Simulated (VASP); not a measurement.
Wanted: the native input for a VASP 6.6.1 run.

```yaml
Task: single point
Functional: LDA
Potentials_or_basis: VASP PAW LDA potentials, release 64 (Ge_d, N, C)
Cutoff: 520 eV
k_mesh: 9 × 9 × 9
Occupations: fermi-dirac, width 0.05 eV
Spin: no spin polarisation
Dipole_correction: no
Further_INCAR_settings: ALGO = Normal; EDIFF = 1e-06; NBANDS = 22
```

The structure of GeCN2 lies in POSCAR:

```
GeCN2
1.0
    1.7817511454      1.0286945034      4.8889229472
   -1.7817511454      1.0286945034      4.8889229472
    0.0000000000     -2.0573890068      4.8889229472
Ge N C
1 2 1
Direct
    0.0000000000      0.0000000000      0.0000000000
    0.5839044000      0.5839044000      0.5839044000
    0.4160956000      0.4160956000      0.4160956000
    0.5000000000      0.5000000000      0.5000000000
```

This cell differs from its parent crystal: volume scaled by 0.98.

The input as run:

INCAR

```
ALGO = Normal
EDIFF = 1E-6
ENCUT = 520
ISIF = 2
ISMEAR = -1
LASPH = T
LCHARG = F
LREAL = F
LWAVE = F
NBANDS = 22
NELM = 100
PREC = Accurate
SIGMA = 0.05
```

KPOINTS

```
k-points
0
Gamma
  9 9 9
```

Potentials or basis: VASP PAW LDA potentials, release 64 (Ge_d, N, C).

The run is started by

```console
$ cat potpaw_LDA.64/Ge_d/POTCAR potpaw_LDA.64/N/POTCAR potpaw_LDA.64/C/POTCAR > POTCAR
$ mpirun -np 1 vasp_std > vasp.out
```

It gave:

```json
{"Pressure": "-3.9 GPa", "Largest force": "0.404 eV/Å", "Band gap on the k mesh": "0.91 eV, indirect (least direct gap 1.67 eV)"}
```

Run time: 2 min on 1 thread of Intel(R) Xeon(R) Platinum 8559C (Emerald Rapids) (shared host), peak memory 0.26 GiB.
